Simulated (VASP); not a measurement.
# Fe (Im-3m) in VASP: single point with PBE

Aim: the single point of Fe with PBE.

All numbers are computed with VASP 6.6.1; they aren't measurements. Logs are shortened: lines on timing, memory, paths and dates and some standing lists are left out, and cuts for length are marked.

## (1) The cell of the first run

The structure is cubic, space group Im-3m (No. 229). Conventional cell: a = 2.831 Å, b = 2.831 Å, c = 2.831 Å, α = 90.00°, β = 90.00°, γ = 90.00°. Within 3.2 Å of Fe (site symmetry m-3m) lie 14 Fe at 2.45 to 2.83 Å.

## (2) Single point, PBE, collinear spin, ferromagnetic start

INCAR

```
SYSTEM = Fe
PREC = Accurate
ENCUT = 520
EDIFF = 1E-7
ISMEAR = 0
SIGMA = 0.05
LREAL = .FALSE.
LASPH = .TRUE.
NELM = 150
ALGO = Fast
ISIF = 2
LWAVE = .FALSE.
LCHARG = .TRUE.
ISPIN = 2
MAGMOM = 2.5 2.5
LORBIT = 11
LMAXMIX = 4
GGA = PE
LELF = .TRUE.
LVHAR = .TRUE.
NBANDS = 19
```

KPOINTS

```
Automatic mesh
0
G
  14 14 10
  0 0 0
```

POSCAR

```
Fe
1.0
    1.4155932729     -1.4155932729      1.4155932729
   -1.4155932729      1.4155932729      1.4155932729
   -2.8311865458     -2.8311865458      0.0000000000
Fe
2
Direct
    0.0000000000      0.0000000000      0.0000000000
    0.5000000000      0.5000000000      0.5000000000
```

Potentials or basis: VASP PAW PBE potentials, release 64 (Fe).

Run with:

```sh
cat potpaw_PBE.64/Fe/POTCAR > POTCAR
mpirun -np 1 vasp_std > vasp.out
```

OUTCAR:

```text
SYSTEM = Fe
   PREC = Accurate
   ENCUT = 520
   EDIFF = 1E-7
   ISMEAR = 0
   LREAL = .FALSE.
   LASPH = .TRUE.
   NELM = 150
   ISIF = 2
   ISPIN = 2
   LORBIT = 11
   GGA = PE

 ion  position               nearest neighbor table
   1  0.000  0.000  0.000-   2 2.45   2 2.45   2 2.45   2 2.45   2 2.83   2 2.83   2 2.83   2 2.83

   2  0.500  0.500  0.500-   1 2.45   1 2.45   1 2.45   1 2.45   1 2.83   1 2.83   1 2.83   1 2.83

  LATTYP: Found a base centered orthorhombic cell.
 ALAT       =     2.8311865458
 B/A-ratio  =     1.4142135624
 C/A-ratio  =     1.4142135624

  Lattice vectors:

 A1 = (   1.4155932729,  -1.4155932729,   1.4155932729)
 A2 = (  -1.4155932729,   1.4155932729,   1.4155932729)
 A3 = (  -2.8311865458,  -2.8311865458,   0.0000000000)

Analysis of symmetry for initial positions (statically):
=====================================================================
 Subroutine PRICEL returns following result:

  LATTYP: Found a body centered cubic cell.
 ALAT       =     2.8311865458

  Lattice vectors:

 A1 = (   1.4155932729,  -1.4155932729,  -1.4155932729)
 A2 = (   1.4155932729,   1.4155932729,   1.4155932729)
 A3 = (  -1.4155932729,  -1.4155932729,   1.4155932729)

   2 primitive cells build up your supercell.

 Routine SETGRP: Setting up the symmetry group for a
 base centered orthorhombic supercell.

 Subroutine GETGRP returns: Found  8 space group operations
 (whereof  8 operations were pure point group operations)
 out of a pool of  8 trial point group operations.

The static configuration has the point symmetry D_2h.

Analysis of symmetry for dynamics (positions and initial velocities):
=====================================================================
 Subroutine PRICEL returns following result:

  LATTYP: Found a body centered cubic cell.
 ALAT       =     2.8311865458

  Lattice vectors:

 A1 = (   1.4155932729,  -1.4155932729,  -1.4155932729)
 A2 = (   1.4155932729,   1.4155932729,   1.4155932729)
 A3 = (  -1.4155932729,  -1.4155932729,   1.4155932729)

   2 primitive cells build up your supercell.

 Routine SETGRP: Setting up the symmetry group for a
 base centered orthorhombic supercell.

 Subroutine GETGRP returns: Found  8 space group operations
 (whereof  8 operations were pure point group operations)
 out of a pool of  8 trial point group operations.

The dynamic configuration has the point symmetry D_2h.

Analysis of structural, dynamic, and magnetic symmetry:
=====================================================================
 Subroutine PRICEL returns following result:

  LATTYP: Found a body centered cubic cell.
 ALAT       =     2.8311865458

  Lattice vectors:

 A1 = (   1.4155932729,  -1.4155932729,  -1.4155932729)
 A2 = (   1.4155932729,   1.4155932729,   1.4155932729)
 A3 = (  -1.4155932729,  -1.4155932729,   1.4155932729)

   2 primitive cells build up your supercell.

 Routine SETGRP: Setting up the symmetry group for a
 base centered orthorhombic supercell.

 Subroutine GETGRP returns: Found  8 space group operations
 (whereof  8 operations were pure point group operations)
 out of a pool of  8 trial point group operations.

The overall configuration has the point symmetry D_2h.

 Subroutine INISYM returns: Found  8 space group operations
 (whereof  8 operations are pure point group operations),
 and found     2 'primitive' translations

----------------------------------------------------------------------------------------

                                     Primitive cell

  volume of cell :      11.3469

  direct lattice vectors                    reciprocal lattice vectors
     1.415593273 -1.415593273 -1.415593273     0.353208799 -0.353208799  0.000000000
     1.415593273  1.415593273  1.415593273     0.353208799 -0.000000000  0.353208799
    -1.415593273 -1.415593273  1.415593273     0.000000000 -0.353208799  0.353208799

  length of vectors
     2.451879472  2.451879472  2.451879472     0.499512674  0.499512674  0.499512674

  position of ions in fractional coordinates (direct lattice)
     0.000000000  0.000000000  0.000000000

  ion indices of the primitive-cell ions
   primitive index   ion index
                 1           1

----------------------------------------------------------------------------------------

 KPOINTS: Automatic mesh

Automatic generation of k-mesh.
 Grid dimensions read from file:
 generate k-points for:   14   14   10

 Generating k-lattice:

  Cartesian coordinates                     Fractional coordinates (reciprocal lattice)
     0.012614600 -0.012614600  0.025229200     0.071428571  0.000000000  0.000000000
    -0.012614600  0.012614600  0.025229200     0.000000000  0.071428571  0.000000000
    -0.017660440 -0.017660440  0.000000000     0.000000000  0.000000000  0.100000000

  Length of vectors
     0.030899333  0.030899333  0.024975634

  Shift w.r.t. Gamma in fractional coordinates (k-lattice)
     0.000000000  0.000000000  0.000000000

 Subroutine IBZKPT returns following result:
 ===========================================

 Found    342 irreducible k-points:

 Following reciprocal coordinates:
            Coordinates               Weight
  0.000000  0.000000  0.000000      1.000000
  0.071429  0.000000  0.000000      4.000000
  0.142857  0.000000  0.000000      4.000000
  0.214286  0.000000  0.000000      4.000000
  0.285714  0.000000  0.000000      4.000000
  0.357143  0.000000  0.000000      4.000000
[... 16 lines left out ...]
  0.214286  0.142857  0.000000      4.000000
  0.285714  0.142857  0.000000      4.000000
 [... further k-points ...]
   k-points           NKPTS =    342   k-points in BZ     NKDIM =    342   number of bands    NBANDS=     19
   number of dos      NEDOS =    301   number of ions     NIONS =      2
   total plane-waves  NPLWV =   9720
   dimension x,y,z NGX =    18 NGY =   18 NGZ =   30
   dimension x,y,z NGXF=    36 NGYF=   36 NGZF=   60
   ions per type =               2
   NGX,Y,Z   is equivalent  to a cutoff of  12.20, 12.20, 12.46 a.u.
   NGXF,Y,Z  is equivalent  to a cutoff of  24.41, 24.41, 24.91 a.u.
 SYSTEM =  Fe
   PREC   = accura    normal or accurate (medium, high low for compatibility)
   ISTART =      0    job   : 0-new  1-cont  2-samecut
   ICHARG =      2    charge: 1-file 2-atom 10-const
   ISPIN  =      2    spin polarized calculation?
   LNONCOLLINEAR =      F non collinear calculations
   LSORBIT =      F    spin-orbit coupling
   LASPH  =      T    aspherical Exc in radial PAW
   ENCUT  =  520.0 eV  38.22 Ry    6.18 a.u.   4.56  4.56  7.44*2*pi/ulx,y,z
   NELM   =    150;   NELMIN=  2; NELMDL= -5     # of ELM steps
   EDIFF  = 0.1E-06   stopping-criterion for ELM
   LREAL  =      F    real-space projection
   EDIFFG = 0.1E-05   stopping-criterion for IOM
   NSW    =      0    number of steps for IOM
   IBRION =     -1    ionic relax: 0-MD 1-quasi-New 2-CG
   NFREE  =      0    steps in history (QN), initial steepest desc. (CG)
   ISIF   =      2    stress and relaxation
   ISYM   =      2    0-nonsym 1-usesym 2-fastsym
   POTIM  = 0.5000    time-step for ionic-motion
   TEBEG  =    0.0;   TEEND  =   0.0 temperature during run
   PSTRESS=    0.0 pullay stress
   NELECT =      16.0000    total number of electrons
   NUPDOWN=      -1.0000    fix difference up-down
   EMIN   =  10.00;   EMAX   =-10.00  energy-range for DOS
   EFERMI =   0.00;   METHOD = LEGACY
   ISMEAR =     0;   SIGMA  =   0.05  broadening in eV -4-tet -1-fermi 0-gaus
   EFERMI_NEDOS =   21; number of points for ismear=-14 and -15
   IALGO  =     68    algorithm
   IMIX   =      4    mixing-type and parameters
     AMIX     =   0.40;   BMIX     =  1.00
     AMIX_MAG =   1.60;   BMIX_MAG =  1.00
  volume/ion in A,a.u.               =      11.35        76.57
  Fermi-wavevector in a.u.,A,eV,Ry     =   1.457068  2.753458 28.885791  2.123046
  Thomas-Fermi vector in A             =   2.573912
   LORBIT       =     11    0 simple, 1 ext, 2 COOP (PROOUT), +10 PAW based schemes
   GGA     = PE    functional components
   LHFCALC =     F    Hartree Fock is set to
   AEXX    =    0.0000 exact exchange contribution
   IVDW    =     0    specifies the selected vdW correction
   LEPSILON=     F    determine dielectric tensor
   LRPA    =     F    only Hartree local field effects (RPA)
 spin polarized calculation
 RMM-DIIS sequential band-by-band and
 Gauss-broadening in eV      SIGMA  =   0.05
  energy-cutoff  :      520.00
  volume of cell :       22.69
 maximum number of plane-waves:       633
   NGX =  9   NGY =  9   NGZ = 15

 number of electron      15.9999989 magnetization       4.3626344

 Free energy of the ion-electron system (eV)
  ---------------------------------------------------
  ext. energy  EPLUGINS =         0.00000000
  ---------------------------------------------------
  free energy    TOTEN  =       -16.48894055 eV

  energy without entropy =      -16.48683329  energy(sigma->0) =      -16.48788692

 E-fermi :   5.8325     XC(G=0): -13.1239

 val. band max:        5.8305205895   @ k =   0.2857   0.1429   0.3000
 cond. band min:       5.8344584160   @ k =   0.5000   0.4286   0.1000
 fundamental gap:      0.0039378265
 Fermi energy:         5.8324678670

 spin component 1

 k-point     1 :       0.0000    0.0000    0.0000
  band No.  band energies     occupation
      1      -2.6068      1.00000
      2       0.9078      1.00000
      3       2.4522      1.00000
      4       3.5366      1.00000
      5       3.5370      1.00000
      6       3.5381      1.00000
[... 11 lines left out ...]
     18      30.8652      0.00000
     19      30.8660      0.00000

 k-point     2 :       0.0714    0.0000    0.0000
  band No.  band energies     occupation
      1      -2.4480      1.00000
      2       1.0111      1.00000
      3       2.4733      1.00000
      4       3.5041      1.00000
      5       3.5201      1.00000
      6       3.6264      1.00000
[... 11 lines left out ...]
     18      30.3753      0.00000
     19      30.9293      0.00000

 k-point     3 :       0.1429    0.0000    0.0000
  band No.  band energies     occupation
      1      -1.9834      1.00000
      2       1.2999      1.00000
      3       2.5170      1.00000
      4       3.4064      1.00000
      5       3.4573      1.00000
      6       3.8896      1.00000
[... 434 lines left out ...]
      1      -0.2068      1.00000
      2       2.1880      1.00000
      3       2.4654      1.00000
      4       3.1252      1.00000
      5       3.4826      1.00000
      6       3.5880      1.00000
[... 11 lines left out ...]
     18      26.8967      0.00000
     19      28.7197      0.00000

 k-point    24 :       0.2857    0.1429    0.0000
  band No.  band energies     occupation
      1       0.6444      1.00000
      2       2.2364      1.00000
      3       2.7734      1.00000
      4       2.7743      1.00000
      5       3.0883      1.00000
      6       3.5641      1.00000
[... 11 lines left out ...]
     18      26.6503      0.00000
     19      28.3454      0.00000

 [... further k-points ...]

 spin component 2

 k-point     1 :       0.0000    0.0000    0.0000
  band No.  band energies     occupation
      1      -2.4336      1.00000
      2       2.1851      1.00000
      3       4.1552      1.00000
      4       5.4237      1.00000
      5       5.4307      1.00000
      6       5.4384      1.00000
[... 11 lines left out ...]
     18      30.6224      0.00000
     19      30.6255      0.00000

 k-point     2 :       0.0714    0.0000    0.0000
  band No.  band energies     occupation
      1      -2.2741      1.00000
      2       2.3011      1.00000
      3       4.1691      1.00000
      4       5.3933      1.00000
      5       5.4001      1.00000
      6       5.5310      1.00000
[... 11 lines left out ...]
     18      30.6177      0.00000
     19      30.7028      0.00000

 k-point     3 :       0.1429    0.0000    0.0000
  band No.  band energies     occupation
      1      -1.8054      1.00000
      2       2.6274      1.00000
      3       4.1912      1.00000
      4       5.2729      1.00000
      5       5.3199      1.00000
      6       5.3880      1.00000
[... 434 lines left out ...]
      1       0.0476      1.00000
      2       3.5895      1.00000
      3       3.9428      1.00000
      4       4.3850      1.00000
      5       5.4006      1.00000
      6       5.4207      1.00000
[... 11 lines left out ...]
     18      27.3460      0.00000
     19      29.1660      0.00000

 k-point    24 :       0.2857    0.1429    0.0000
  band No.  band energies     occupation
      1       1.0389      1.00000
      2       3.6970      1.00000
      3       4.1237      1.00000
      4       4.1301      1.00000
      5       5.1046      1.00000
      6       5.3596      1.00000
[... 11 lines left out ...]
     18      27.0765      0.00000
     19      28.7994      0.00000

 [... further k-points ...]

------------------------ aborting loop because EDIFF is reached ----------------------------------------

  FORCE on cell =-STRESS in cart. coord.  units (eV):
  Direction    XX          YY          ZZ          XY          YZ          ZX
  --------------------------------------------------------------------------------------
  -------------------------------------------------------------------------------------
  Total       -0.0362098     -0.0362098     -0.0501979     -0.0384122      0.0000000      0.0000000
  in kB       -2.5564154     -2.5564154     -3.5439742     -2.7119065      0.0000000      0.0000000
  external PRESSURE =      -2.8856017 kB  Pullay stress =       0.0000000 kB

 VOLUME and BASIS-vectors are now :
 -----------------------------------------------------------------------------
  energy-cutoff  :      520.00
  volume of cell :       22.69
      direct lattice vectors                 reciprocal lattice vectors
     1.415593273 -1.415593273  1.415593273     0.176604400 -0.176604400  0.353208799
    -1.415593273  1.415593273  1.415593273    -0.176604400  0.176604400  0.353208799
    -2.831186546 -2.831186546  0.000000000    -0.176604400 -0.176604400  0.000000000

 POSITION                                       TOTAL-FORCE (eV/Angst)
 -----------------------------------------------------------------------------------
      0.00000      0.00000      0.00000        -0.000000      0.000000     -0.000000
     -1.41559     -1.41559      1.41559         0.000000     -0.000000      0.000000
 -----------------------------------------------------------------------------------
    total drift:                                0.000000     -0.000000     -0.000000

  FREE ENERGIE OF THE ION-ELECTRON SYSTEM (eV)
  ---------------------------------------------------
  free  energy   TOTEN  =       -16.4889405452 eV

  energy  without entropy=      -16.4868332942  energy(sigma->0) =      -16.48788692

 total charge

# of ion       s       p       d       tot
------------------------------------------
    1        0.488   0.541   6.242   7.271
    2        0.488   0.541   6.242   7.271
--------------------------------------------------
tot          0.976   1.082  12.483  14.541

 magnetization (x)

# of ion       s       p       d       tot
------------------------------------------
    1       -0.013  -0.053   2.243   2.177
    2       -0.013  -0.053   2.243   2.177
--------------------------------------------------
tot         -0.026  -0.105   4.485   4.354
```

Run time: 6.2 min. Hardware: 1 thread of Oxide Virtual Turin-like, shared host; peak memory 0.27 GiB.

Results:

| Quantity | Value |
| --- | --- |
| Free energy | -16.4889 eV |
| Pressure | -0.3 GPa |
| Net moment | 4.36 μB per cell |
| Site moments | Fe +2.18 μB |
| Valence electrons inside the program's atomic spheres | Fe 7.27 |
